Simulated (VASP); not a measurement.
# AlFe (P2/m) in VASP: single point with PBE

Aim: the single point of AlFe with PBE.

Program: VASP 6.6.1. These are calculated values, not measurements. Logs are shortened: lines on timing, memory, paths and dates and some standing lists are left out, and cuts for length are marked.

## (1) The cell of the first run

The typed cell holds 2 atoms: a = 2.874 Å, b = 2.874 Å, c = 2.880 Å, α = 90.00°, β = 86.57°, γ = 90.00°.

## (2) Single point, PBE, collinear spin, ferromagnetic start (shear of c along a, cell held: +6.0 %)

INCAR reads:

```
SYSTEM = AlFe
ALGO = Fast ; EDIFF = 1E-6
ENCUT = 520 ; GGA = PE
ISIF = 2 ; ISMEAR = 0
ISPIN = 2 ; KPAR = 4
LASPH = .True. ; LCHARG = .False.
LMAXMIX = 4 ; LORBIT = 11
LREAL = .False. ; LWAVE = .False.
MAGMOM = 0 0.77 ; NBANDS = 16
NELM = 150 ; PREC = Accurate
SIGMA = 0.1
```

KPOINTS reads:

```
k-points
0
Gamma
  18 18 18
  0 0 0
```

POSCAR reads:

```
AlFe
1.0
    2.8743309089      0.0000000000      0.0000000000
    0.0000000000      2.8743309089      0.0000000000
    0.1724598545      0.0000000000      2.8743309089
Al Fe
1 1
Direct
    0.0000000000      0.0000000000      0.0000000000
    0.5000000000      0.5000000000      0.5000000000
```

Potentials or basis: VASP PAW PBE potentials, release 64 (Al, Fe).

Started as:

```console
$ cat potpaw_PBE.64/Al/POTCAR potpaw_PBE.64/Fe/POTCAR > POTCAR
$ mpirun -np 4 vasp_std > vasp.out
```

OUTCAR:

```text
SYSTEM = AlFe
   EDIFF = 1E-6
   ENCUT = 520
   GGA = PE
   ISIF = 2
   ISMEAR = 0
   ISPIN = 2
   LASPH = .True.
   LORBIT = 11
   LREAL = .False.
   NELM = 150
   PREC = Accurate

 ion  position               nearest neighbor table
   1  0.000  0.000  0.000-   2 2.44   2 2.44   2 2.44   2 2.44   2 2.54   2 2.54   2 2.54   2 2.54

   2  0.500  0.500  0.500-   1 2.44   1 2.44   1 2.44   1 2.44   1 2.54   1 2.54   1 2.54   1 2.54

  LATTYP: Found a simple monoclinic cell.
 ALAT       =     2.8743309089
 B/A-ratio  =     1.0000000000
 C/A-ratio  =     1.0017983829
 COS(beta)  =    -0.0598922907

  Lattice vectors:

 A1 = (   2.8743309089,   0.0000000000,   0.0000000000)
 A2 = (   0.0000000000,  -2.8743309089,   0.0000000000)
 A3 = (  -0.1724598545,   0.0000000000,  -2.8743309089)

Analysis of symmetry for initial positions (statically):
=====================================================================
 Subroutine PRICEL returns:
 Original cell was already a primitive cell.

 Routine SETGRP: Setting up the symmetry group for a
 simple monoclinic supercell.

 Subroutine GETGRP returns: Found  4 space group operations
 (whereof  4 operations were pure point group operations)
 out of a pool of  4 trial point group operations.

The static configuration has the point symmetry C_2h.

Analysis of symmetry for dynamics (positions and initial velocities):
=====================================================================
 Subroutine PRICEL returns:
 Original cell was already a primitive cell.

 Routine SETGRP: Setting up the symmetry group for a
 simple monoclinic supercell.

 Subroutine GETGRP returns: Found  4 space group operations
 (whereof  4 operations were pure point group operations)
 out of a pool of  4 trial point group operations.

The dynamic configuration has the point symmetry C_2h.

Analysis of structural, dynamic, and magnetic symmetry:
=====================================================================
 Subroutine PRICEL returns:
 Original cell was already a primitive cell.

 Routine SETGRP: Setting up the symmetry group for a
 simple monoclinic supercell.

 Subroutine GETGRP returns: Found  4 space group operations
 (whereof  4 operations were pure point group operations)
 out of a pool of  4 trial point group operations.

The overall configuration has the point symmetry C_2h.

 Subroutine INISYM returns: Found  4 space group operations
 (whereof  4 operations are pure point group operations),
 and found     1 'primitive' translations

----------------------------------------------------------------------------------------

                                     Primitive cell

  volume of cell :      23.7471

  direct lattice vectors                    reciprocal lattice vectors
     2.874330909  0.000000000  0.000000000     0.347907054  0.000000000 -0.020874423
     0.000000000  2.874330909  0.000000000     0.000000000  0.347907054  0.000000000
     0.172459855  0.000000000  2.874330909     0.000000000  0.000000000  0.347907054

  length of vectors
     2.874330909  2.874330909  2.879500056     0.348532725  0.347907054  0.347907054

  position of ions in fractional coordinates (direct lattice)
     0.000000000  0.000000000  0.000000000
     0.500000000  0.500000000  0.500000000

  ion indices of the primitive-cell ions
   primitive index   ion index
                 1           1
                 2           2

----------------------------------------------------------------------------------------

 KPOINTS: k-points

Automatic generation of k-mesh.
 Grid dimensions read from file:
 generate k-points for:   18   18   18

 Generating k-lattice:

  Cartesian coordinates                     Fractional coordinates (reciprocal lattice)
     0.019328170  0.000000000 -0.001159690     0.055555556  0.000000000  0.000000000
     0.000000000  0.019328170  0.000000000     0.000000000  0.055555556  0.000000000
     0.000000000  0.000000000  0.019328170     0.000000000  0.000000000  0.055555556

  Length of vectors
     0.019362929  0.019328170  0.019328170

  Shift w.r.t. Gamma in fractional coordinates (k-lattice)
     0.000000000  0.000000000  0.000000000

 Subroutine IBZKPT returns following result:
 ===========================================

 Found   1640 irreducible k-points:

 Following reciprocal coordinates:
            Coordinates               Weight
  0.000000  0.000000  0.000000      1.000000
  0.055556  0.000000 -0.000000      2.000000
  0.111111  0.000000 -0.000000      2.000000
  0.166667  0.000000  0.000000      2.000000
  0.222222  0.000000  0.000000      2.000000
  0.277778  0.000000  0.000000      2.000000
[... 16 lines left out ...]
  0.111111  0.111111 -0.000000      4.000000
  0.166667  0.111111  0.000000      4.000000
 [... further k-points ...]
   k-points           NKPTS =   1640   k-points in BZ     NKDIM =   1640   number of bands    NBANDS=     16
   number of dos      NEDOS =    301   number of ions     NIONS =      2
   total plane-waves  NPLWV =  13824
   dimension x,y,z NGX =    24 NGY =   24 NGZ =   24
   dimension x,y,z NGXF=    48 NGYF=   48 NGZF=   48
   ions per type =               1   1
   NGX,Y,Z   is equivalent  to a cutoff of  13.88, 13.88, 13.86 a.u.
   NGXF,Y,Z  is equivalent  to a cutoff of  27.76, 27.76, 27.71 a.u.
 SYSTEM =  AlFe
   PREC   = accura    normal or accurate (medium, high low for compatibility)
   ISTART =      0    job   : 0-new  1-cont  2-samecut
   ICHARG =      2    charge: 1-file 2-atom 10-const
   ISPIN  =      2    spin polarized calculation?
   LNONCOLLINEAR =      F non collinear calculations
   LSORBIT =      F    spin-orbit coupling
   LASPH  =      T    aspherical Exc in radial PAW
   ENCUT  =  520.0 eV  38.22 Ry    6.18 a.u.   5.34  5.34  5.35*2*pi/ulx,y,z
   NELM   =    150;   NELMIN=  2; NELMDL= -5     # of ELM steps
   EDIFF  = 0.1E-05   stopping-criterion for ELM
   LREAL  =      F    real-space projection
[... 7 lines left out ...]
   TEBEG  =    0.0;   TEEND  =   0.0 temperature during run
   PSTRESS=    0.0 pullay stress
   NELECT =      11.0000    total number of electrons
   NUPDOWN=      -1.0000    fix difference up-down
   EMIN   =  10.00;   EMAX   =-10.00  energy-range for DOS
   EFERMI =   0.00;   METHOD = LEGACY
   ISMEAR =     0;   SIGMA  =   0.10  broadening in eV -4-tet -1-fermi 0-gaus
   EFERMI_NEDOS =   21; number of points for ismear=-14 and -15
   IALGO  =     68    algorithm
   IMIX   =      4    mixing-type and parameters
     AMIX     =   0.40;   BMIX     =  1.00
     AMIX_MAG =   1.60;   BMIX_MAG =  1.00
  volume/ion in A,a.u.               =      11.87        80.13
  Fermi-wavevector in a.u.,A,eV,Ry     =   1.266686  2.393689 21.830457  1.604493
  Thomas-Fermi vector in A             =   2.399874
   LORBIT       =     11    0 simple, 1 ext, 2 COOP (PROOUT), +10 PAW based schemes
   GGA     = PE    functional components
   LHFCALC =     F    Hartree Fock is set to
   AEXX    =    0.0000 exact exchange contribution
   IVDW    =     0    specifies the selected vdW correction
   LEPSILON=     F    determine dielectric tensor
   LRPA    =     F    only Hartree local field effects (RPA)
 spin polarized calculation
 RMM-DIIS sequential band-by-band and
 Gauss-broadening in eV      SIGMA  =   0.10
  energy-cutoff  :      520.00
  volume of cell :       23.75
 maximum number of plane-waves:       659
 NGX is ok and might be reduce to    24
   NGX = 11   NGY = 11   NGZ = 11

 number of electron      10.9999994 magnetization       0.7019185

 Free energy of the ion-electron system (eV)
  ---------------------------------------------------
  ext. energy  EPLUGINS =         0.00000000
  ---------------------------------------------------
  free energy    TOTEN  =       -12.61827712 eV

  energy without entropy =      -12.60789170  energy(sigma->0) =      -12.61308441

 E-fermi :   8.0293     XC(G=0): -12.1445

 val. band max:        8.0292447577   @ k =  -0.2222   0.3333   0.3889
 cond. band min:       8.0296456093   @ k =  -0.0556   0.1111   0.1111
 fundamental gap:      0.0004008516
 Fermi energy:         8.0292749188

 spin component 1

 k-point     1 :       0.0000    0.0000    0.0000
  band No.  band energies     occupation
      1      -2.3905      1.00000
      2       5.4971      1.00000
      3       5.5201      1.00000
      4       7.6090      1.00000
      5       7.6169      1.00000
      6       7.6345      1.00000
[... 8 lines left out ...]
     15      29.8707      0.00000
     16      30.4743      0.00000

 k-point     2 :       0.0556    0.0000   -0.0000
  band No.  band energies     occupation
      1      -2.3323      1.00000
      2       5.5055      1.00000
      3       5.5247      1.00000
      4       7.5751      1.00000
      5       7.5901      1.00000
      6       7.6301      1.00000
[... 8 lines left out ...]
     15      29.8033      0.00000
     16      30.9304      0.00000

 k-point     3 :       0.1111    0.0000   -0.0000
  band No.  band energies     occupation
      1      -2.1583      1.00000
      2       5.4882      1.00000
      3       5.5691      1.00000
      4       7.4808      1.00000
      5       7.4947      1.00000
      6       7.6387      1.00000
[... 8 lines left out ...]
     15      29.7801      0.00000
     16      29.9856      0.00000
[... 362 lines left out ...]
 k-point    23 :       0.1111    0.1111   -0.0000
  band No.  band energies     occupation
      1      -1.9292      1.00000
      2       5.5208      1.00000
      3       5.5913      1.00000
      4       7.3452      1.00000
      5       7.4749      1.00000
      6       7.5346      1.00000
[... 8 lines left out ...]
     15      27.9097      0.00000
     16      30.3418      0.00000

 k-point    24 :       0.1667    0.1111    0.0000
  band No.  band energies     occupation
      1      -1.6444      1.00000
      2       5.4895      1.00000
      3       5.6419      1.00000
      4       7.1935      1.00000
      5       7.3572      1.00000
      6       7.5369      1.00000
[... 8 lines left out ...]
     15      27.9915      0.00000
     16      29.5668      0.00000

 [... further k-points ...]

 Fermi energy:         8.0292749188

 spin component 2

 k-point     1 :       0.0000    0.0000    0.0000
  band No.  band energies     occupation
      1      -2.3835      1.00000
      2       5.8744      1.00000
      3       5.8996      1.00000
      4       8.3409      0.00001
      5       8.4352      0.00000
      6       8.5755      0.00000
[... 8 lines left out ...]
     15      29.9173      0.00000
     16      30.4756      0.00000

 k-point     2 :       0.0556    0.0000   -0.0000
  band No.  band energies     occupation
      1      -2.3254      1.00000
      2       5.8794      1.00000
      3       5.9040      1.00000
      4       8.3218      0.00002
      5       8.3958      0.00000
      6       8.5582      0.00000
[... 8 lines left out ...]
     15      29.8428      0.00000
     16      30.9338      0.00000

 k-point     3 :       0.1111    0.0000   -0.0000
  band No.  band energies     occupation
      1      -2.1516      1.00000
      2       5.8446      1.00000
      3       5.9534      1.00000
      4       8.2493      0.00093
      5       8.2871      0.00013
      6       8.5301      0.00000
[... 8 lines left out ...]
     15      29.8130      0.00000
     16      30.0094      0.00000
[... 362 lines left out ...]
 k-point    23 :       0.1111    0.1111   -0.0000
  band No.  band energies     occupation
      1      -1.9226      1.00000
      2       5.8718      1.00000
      3       5.9687      1.00000
      4       8.0690      0.28727
      5       8.2987      0.00007
      6       8.3935      0.00000
[... 8 lines left out ...]
     15      27.9534      0.00000
     16      30.3649      0.00000

 k-point    24 :       0.1667    0.1111    0.0000
  band No.  band energies     occupation
      1      -1.6379      1.00000
      2       5.8158      1.00000
      3       6.0222      1.00000
      4       7.9154      0.94642
      5       8.1506      0.04309
      6       8.3852      0.00000
[... 8 lines left out ...]
     15      28.0300      0.00000
     16      29.5958      0.00000

 [... further k-points ...]
[... 5 lines left out ...]
  --------------------------------------------------------------------------------------
  -------------------------------------------------------------------------------------
  Total        0.0263519      0.1311414      0.1436230      0.0000000      0.0000000     -1.2275083
  in kB        1.7779197      8.8478945      9.6900109      0.0000000      0.0000000    -82.8179975
  external PRESSURE =       6.7719417 kB  Pullay stress =       0.0000000 kB

 VOLUME and BASIS-vectors are now :
 -----------------------------------------------------------------------------
  energy-cutoff  :      520.00
  volume of cell :       23.75
      direct lattice vectors                 reciprocal lattice vectors
     2.874330909  0.000000000  0.000000000     0.347907054  0.000000000 -0.020874423
     0.000000000  2.874330909  0.000000000     0.000000000  0.347907054  0.000000000
     0.172459855  0.000000000  2.874330909     0.000000000  0.000000000  0.347907054

 POSITION                                       TOTAL-FORCE (eV/Angst)
 -----------------------------------------------------------------------------------
      0.00000      0.00000      0.00000        -0.000000      0.000000      0.000000
      1.52340      1.43717      1.43717         0.000000      0.000000      0.000000
 -----------------------------------------------------------------------------------
    total drift:                                0.000000     -0.000000     -0.000000

  FREE ENERGIE OF THE ION-ELECTRON SYSTEM (eV)
  ---------------------------------------------------
  free  energy   TOTEN  =       -12.6182771200 eV

  energy  without entropy=      -12.6078917001  energy(sigma->0) =      -12.61308441

 total charge

# of ion       s       p       d       tot
------------------------------------------
    1        0.401   0.437   0.000   0.838
    2        0.432   0.502   6.487   7.421
--------------------------------------------------
tot          0.833   0.939   6.487   8.259

 magnetization (x)

# of ion       s       p       d       tot
------------------------------------------
    1       -0.008  -0.016   0.000  -0.024
    2        0.000   0.008   0.734   0.743
--------------------------------------------------
tot         -0.008  -0.008   0.734   0.719
```

Run time: 3.6 min. Hardware: 4 MPI ranks of Intel Xeon Platinum 8259CL at 2.50GHz (Skylake/Cascade Lake), shared host; peak memory 0.93 GiB.

Results:

* Free energy: -12.6183 eV
* Pressure: 0.7 GPa
* Net moment: 0.70 μB per cell
* Site moments: Al -0.02; Fe +0.74 μB
* Valence electrons inside the program's atomic spheres: Al 0.84; Fe 7.42

Levels at points of the mesh, in eV from the Fermi level:
Spin up:
```
           k point  band 2  band 3  band 4  band 5  band 6  band 7  band 8  band 9  band 10  band 11
(0.00, 0.00, 0.00)   -2.53   -2.51   -0.42   -0.41   -0.39    6.23    6.35    6.53     9.32     9.34
(0.50, 0.00, 0.00)   -6.03   -1.93   -1.34   -1.32   -0.29    0.89    8.58   11.06    11.08    11.76
(0.00, 0.50, 0.00)   -6.03   -1.89   -1.41   -1.28   -0.30    0.88    8.75   10.98    11.16    11.89
(0.50, 0.50, 0.00)   -2.55   -2.12   -2.11   -1.13   -1.10    0.43    3.24    4.04    12.53    15.73
(0.00, 0.00, 0.50)   -6.03   -1.93   -1.34   -1.30   -0.29    0.87    8.58   11.05    11.12    11.79
(0.50, 0.00, 0.50)   -2.56   -2.56   -1.65   -1.16   -1.07    0.41    3.06    4.24    12.78    15.64
(0.00, 0.50, 0.50)   -2.55   -2.13   -2.12   -1.12   -1.09    0.42    3.22    4.02    12.57    15.76
(0.50, 0.50, 0.50)   -3.64   -3.49    0.46    0.46    2.52    2.73    3.44    4.51     5.54     5.83
```
Spin down:
```
           k point  band 3  band 4  band 5  band 6  band 7  band 8
(0.00, 0.00, 0.00)   -2.13    0.31    0.41    0.55    6.26    6.38
(0.50, 0.00, 0.00)   -1.49   -0.63   -0.59    0.57    1.40    8.48
(0.00, 0.50, 0.00)   -1.44   -0.79   -0.45    0.54    1.40    8.64
(0.50, 0.50, 0.00)   -2.12   -2.12   -0.37   -0.35    0.98    3.59
(0.00, 0.00, 0.50)   -1.49   -0.63   -0.58    0.57    1.39    8.48
(0.50, 0.00, 0.50)   -2.24   -1.66   -0.40   -0.30    0.97    3.45
(0.00, 0.50, 0.50)   -2.13   -2.13   -0.36   -0.33    0.98    3.57
(0.50, 0.50, 0.50)   -3.12    1.02    1.02    2.59    2.78    3.50
```

Caveat: the cell differs from its parent crystal (shear of c along a, cell held: +6.0 %).
